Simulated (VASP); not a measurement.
# VSi63 (a cell with a defect): single point with PBEsol

The system is VSi63 (a cell with a defect).

```
Si V
1.0
    10.86558    0.00000    0.00000
     0.00000   10.86558    0.00000
     0.00000    0.00000   10.86558
Si V
63 1
Cartesian
  0.0034 0.0056 0.0064
  10.8631 0.0001 5.4456
  10.8409 5.4446 10.8552
  10.8613 5.4338 5.4336
  5.4420 10.8434 10.8549
  5.4316 10.8637 5.4334
  5.4329 5.4357 10.8654
  1.3603 1.3633 1.3727
  1.3750 1.3773 6.7901
  1.3386 6.8002 1.3391
  1.3422 6.7918 6.8017
  6.7979 1.3409 1.3384
  6.7889 1.3450 6.8017
  6.7901 6.7929 1.3592
  6.6817 6.6845 6.7144
  2.7208 2.7232 0.0223
  2.7559 2.7586 5.4491
  2.7132 8.1664 0.0068
  2.6874 8.1750 5.4677
  8.1641 2.7158 0.0064
  8.1727 2.6895 5.4676
  8.1457 8.1480 10.8654
  8.1127 8.1151 5.4486
  4.0853 4.0875 1.3695
  4.0655 4.0688 6.9583
  4.0738 9.5287 1.3612
  4.0825 9.5141 6.8060
  9.5256 4.0767 1.3613
  9.5112 4.0851 6.8060
  9.5075 9.5103 1.3596
  9.4892 9.4920 6.7915
  2.7242 0.0170 2.7341
  2.7208 0.0115 8.1518
  2.7044 5.4609 2.6934
  2.6788 5.4683 8.2061
  8.1521 0.0022 2.7213
  8.1494 10.8563 8.1558
  8.1710 5.4499 2.7023
  8.1197 5.4460 8.1233
  4.0964 1.3811 4.0826
  4.0723 1.3471 9.5406
  4.0179 6.8886 4.0388
  4.0828 6.8158 9.5238
  9.5221 1.3543 4.0791
  9.5158 1.3578 9.5061
  9.5074 6.8033 4.0858
  9.4824 6.7893 9.4928
  0.0141 2.7273 2.7341
  0.0089 2.7233 8.1515
  10.8651 8.1550 2.7212
  10.8534 8.1521 8.1558
  5.4584 2.7060 2.6932
  5.4655 2.6820 8.2056
  5.4470 8.1741 2.7018
  5.4435 8.1226 8.1234
  1.3788 4.0992 4.0824
  1.3442 4.0745 9.5408
  1.3519 9.5245 4.0795
  1.3555 9.5180 9.5060
  6.8861 4.0194 4.0386
  6.8130 4.0854 9.5239
  6.8010 9.5096 4.0857
  6.7871 9.4850 9.4929
  5.2725 5.2745 5.2803
```

| Quantity | Value |
| --- | --- |
| Program | VASP 6.6.1 |
| Task | single point |
| Functional | PBEsol |
| Potentials or basis | VASP PAW PBE potentials, release 64 (Si, V_sv) |
| Cutoff | 400 eV |
| k mesh | 1 × 1 × 1, shifted |
| Occupations | fermi-dirac, width 0.05 eV |
| Spin | collinear spin, ferromagnetic start |
| Dipole correction | no |
| Further INCAR settings | LREAL = Auto; ALGO = Normal; EDIFF = 1e-06; NBANDS = 174; ISYM = -1 |

| Item | Value |
| --- | --- |
| Pressure | 0.3 GPa |
| Largest force | 0.117 eV/Å |
| Net moment | 1.03 μB per cell |
| Site moments | Si -0.00, -0.01, -0.03, +0.00 (each value once); V +1.09 μB |
| Valence electrons inside the program's atomic spheres | Si 1.69, 1.70, 1.68, 1.67, 1.72, 1.73 (each value once); V 11.56 |

Forces in eV/Å, atoms in the order of the input:
```
Si   0.001  0.003  0.003
Si  -0.005 -0.006  0.033
Si   0.005 -0.012  0.009
Si   0.001  0.004 -0.003
Si  -0.012  0.005  0.010
Si   0.003  0.002 -0.002
Si   0.005  0.003  0.000
Si  -0.002 -0.003 -0.002
Si  -0.007 -0.004 -0.066
Si  -0.005  0.023  0.002
Si   0.000  0.001  0.004
Si   0.022 -0.004  0.004
Si   0.002 -0.001  0.004
Si  -0.006 -0.008  0.003
Si   0.029  0.029 -0.096
Si  -0.005 -0.004 -0.003
Si  -0.031 -0.033  0.077
Si   0.007  0.002  0.001
Si  -0.006  0.011 -0.018
Si   0.002  0.006  0.002
Si   0.011 -0.004 -0.018
Si   0.000  0.001  0.006
Si  -0.007 -0.008  0.054
Si   0.003  0.004  0.002
Si  -0.033 -0.035 -0.106
Si  -0.009 -0.005  0.005
Si   0.001 -0.003 -0.004
Si  -0.005 -0.010  0.005
Si  -0.002 -0.002 -0.004
Si   0.001 -0.001 -0.004
Si   0.004  0.006 -0.039
Si   0.007  0.003  0.005
Si  -0.006  0.002  0.005
Si  -0.002 -0.020  0.031
Si   0.006  0.006 -0.005
Si  -0.002  0.005  0.001
Si   0.002  0.000  0.000
Si  -0.006  0.005  0.004
Si  -0.001 -0.015  0.009
Si  -0.015  0.003  0.004
Si  -0.005 -0.002 -0.007
Si   0.025  0.044 -0.015
Si  -0.008  0.001  0.001
Si   0.007 -0.006  0.012
Si  -0.004  0.003 -0.002
Si  -0.002  0.001  0.001
Si  -0.004  0.016 -0.009
Si   0.003  0.007  0.004
Si   0.002 -0.007  0.006
Si   0.006 -0.002  0.003
Si   0.000  0.002 -0.001
Si  -0.021  0.000  0.030
Si   0.004  0.005 -0.004
Si   0.006 -0.005  0.005
Si  -0.016 -0.001  0.009
Si   0.003 -0.016  0.006
Si  -0.001 -0.005 -0.007
Si  -0.006  0.006  0.010
Si   0.002 -0.005  0.000
Si   0.044  0.025 -0.016
Si   0.002 -0.007 -0.001
Si  -0.001 -0.002  0.001
Si   0.015 -0.004 -0.009
V    0.006  0.007  0.070
```

Stress tensor (GPa, compression positive):
```
 0.20 -1.28 -1.10
-1.28  0.20 -1.10
-1.10 -1.10  0.38
```

Levels at points of the mesh, in eV from the Fermi level:
Spin up:
```
           k point  band 131  band 132  band 133  band 134  band 135  band 136
(0.25, 0.25, 0.25)     -0.32     -0.31     -0.04      0.04      0.78      0.86
```
Spin down:
```tsv
k point	band 128	band 129	band 130	band 131	band 132	band 133	band 134	band 135	band 136	band 137
(0.25, 0.25, 0.25)	-0.72	-0.54	-0.54	-0.24	-0.24	0.70	0.76	0.92	0.99	1.10
```

Wall time 8.7 min on 1 thread of Intel(R) Xeon(R) Platinum 8488C (Sapphire Rapids) (shared host), peak memory 1.1 GiB.

Caveat: the PAW data sets were made with another functional, which shifts forces and pressure a little.
